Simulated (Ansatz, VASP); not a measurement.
## One calculation of GaN, two programs

```
Ga N
1.0
     0.00000    2.07671    2.07671
     2.07671    0.00000    2.07671
     2.07671    2.07671    0.00000
Ga N
1 1
Direct
  0.00000 0.00000 0.00000
  0.50000 0.50000 0.50000
```

Alike in both runs: task single point; functional LDA; k mesh 8 × 8 × 8; occupations fermi-dirac, width 0.05 eV; no spin polarisation.

|  | VASP | Ansatz |
| --- | --- | --- |
| version | VASP 6.6.1 | Ansatz 0.2.0 |
| potentials or method | VASP PAW LDA potentials, release 64 (Ga_d, N), cutoff 600 eV | plane waves, PAW |
| valence electrons in the cell | 18 | 18 |

```csv
,VASP,Ansatz,Ansatz less VASP
pressure (GPa),6.5,5.1,-1.39
```

LDA's correlation is that of Perdew and Zunger in VASP and of Perdew and Wang (1992) in Ansatz.
